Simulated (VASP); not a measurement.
Runs of VASP 6.6.1 on MoS2. The structure is that of space group P6_3/mmc (No. 194), or close to it. The cells are those of the table. 

```tsv
task	cell	gap on the mesh (eV)	pressure (GPa)	largest force (eV/Å)
single point	a = 3.161, b = 3.161, c = 12.418 Å, angles 90.0, 90.0, 120.0°, 6 atoms	(a)	6.9	0.88
electric field gradients	a = 3.182, b = 3.182, c = 12.376 Å, angles 90.0, 90.0, 120.0°, 6 atoms	0.88	5.4	0.84
single point	a = 3.161, b = 3.161, c = 12.049 Å, angles 90.0, 90.0, 120.0°, 6 atoms	0.62	12.6	1.86
single point	a = 3.161, b = 3.161, c = 12.664 Å, angles 90.0, 90.0, 120.0°, 6 atoms	1.11	3.6	0.29
electric field gradients	a = 3.223, b = 3.223, c = 12.536 Å, angles 90.0, 90.0, 120.0°, 6 atoms	0.87	(b)	0.19
electric field gradients	a = 3.161, b = 3.161, c = 12.049 Å, angles 90.0, 90.0, 120.0°, 6 atoms	0.62	12.6	1.86
electric field gradients	a = 3.161, b = 3.161, c = 12.664 Å, angles 90.0, 90.0, 120.0°, 6 atoms	1.11	3.6	0.29
```

Alike in all rows: level PBE; potentials or basis VASP PAW PBE potentials, release 64 (Mo_sv, S); no spin polarisation; k mesh 10 × 10 × 3; cutoff (eV) 520; smearing fermi-dirac 0.03 eV.

Question: Fill in the values left out.

Answer: (a) 1.00; (b) -0.3.

Caveats: this functional lacks dispersion, which binds layers or chains, so the pressure and a relaxed spacing across them are unreliable; the cell stands under pressure (at least some runs); the stress differs along the axes, from 9 to 20 GPa (at least some runs); semilocal functionals underestimate gaps, and a narrow one can read as zero (at least some runs); forces of over 1 eV/Å act on the atoms, so gaps and moduli don't describe the material at rest (at least some runs); the stress differs along the axes, from 3 to 10 GPa (at least some runs); the stress differs along the axes, from -2 to 3 GPa (at least some runs).

A k mesh can miss the band edges, and the runs leave out spin-orbit coupling on Mo.
